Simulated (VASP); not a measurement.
Wanted: the native input for a VASP 6.6.1 run.

```yaml
Task: relaxation of cell and atoms
Functional: PBE
Potentials_or_basis: VASP PAW PBE potentials, release 64 (Si, C)
Cutoff: 600 eV
k_mesh: 14 × 14 × 14
Occupations: fermi-dirac, width 0.08 eV
Spin: no spin polarisation
Dipole_correction: no
Further_INCAR_settings: ALGO = Normal; EDIFF = 1e-06; IBRION = 2; EDIFFG = -0.005; NSW = 60; ISIF = 3
```

The structure of SiC (CsCl type) lies in POSCAR:

```
SiC
1.0
    2.7144176166      0.0000000000      0.0000000000
    0.0000000000      2.7144176166      0.0000000000
    0.0000000000      0.0000000000      2.7144176166
Si C
1 1
Direct
    0.0000000000      0.0000000000      0.0000000000
    0.5000000000      0.5000000000      0.5000000000
```

These files were run (other wordings do the same):

INCAR

```
PREC = Accurate
ENCUT = 600
EDIFF = 1E-6
ISMEAR = -1
SIGMA = 0.08
LREAL = F
LASPH = T
NELM = 100
ALGO = Normal
ISIF = 3
LWAVE = F
LCHARG = F
GGA = PE
IBRION = 2
NSW = 60
EDIFFG = -0.005
```

KPOINTS

```
Automatic mesh
0
Gamma
  14 14 14
```

Potentials or basis: VASP PAW PBE potentials, release 64 (Si, C).

Command:

```sh
$ cat potpaw_PBE.64/Si/POTCAR potpaw_PBE.64/C/POTCAR > POTCAR
$ mpirun -np 1 vasp_std > vasp.out
```

It gave:

| Quantity | Value |
| --- | --- |
| Relaxed volume | 9.21 Å³/atom |
| Relaxed cell | a = 2.641 Å, b = 2.641 Å, c = 2.641 Å, α = 90.00°, β = 90.00°, γ = 90.00° |
| Space group after relaxing (to 0.05 Å) | Pm-3m (No. 221) |
| Energy gained by relaxing | 30.6 meV/atom |
| Ionic steps | 3 |
| Pressure after relaxing | 0.0 GPa |
| Band gap on the k mesh | zero (band 4 reaches 12.33 eV, above the bottom of band 5 at 8.35 eV) |

Wall time 20 s on 1 thread of Intel Xeon 6975P-C, on a shared host, peak memory 0.15 GiB.
